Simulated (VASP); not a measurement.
Here is a VASP 6.6.1 calculation.

File INCAR:

```
SYSTEM = Zr
PREC = Accurate
ENCUT = 520
EDIFF = 1E-6
ISMEAR = -1
SIGMA = 0.05
LREAL = .FALSE.
LASPH = .TRUE.
NELM = 60
ALGO = Normal
ISIF = 2
LWAVE = .FALSE.
LCHARG = .FALSE.
GGA = PE
NBANDS = 19
```

File KPOINTS:

```
Automatic mesh
0
G
  15 15 8
  0 0 0
```

The input POSCAR:

```
Zr
1.0
    2.4992142201      0.0000000000      0.0000000000
   -1.2496071101      2.1643830041      0.0000000000
    0.0000000000      0.0000000000      4.4961058991
Zr
2
Direct
    0.3333333333      0.6666666667      0.2500000000
    0.6666666667      0.3333333333      0.7500000000
```

Potentials or basis: VASP PAW PBE potentials, release 64 (Zr_sv).

Launch:

```bash
$ cat potpaw_PBE.64/Zr_sv/POTCAR > POTCAR
$ mpirun -np 1 vasp_std > vasp.out
```

Task: Estimate the pressure.

Result: 171.8 GPa.

Task: Predict the band gap on the k mesh.

Result: Zero (band 12 reaches 19.23 eV, above the bottom of band 13 at 17.68 eV).

Stress tensor (GPa, compression positive):
```
171.91   0.00   0.00
  0.00 171.91   0.00
  0.00   0.00 171.48
```
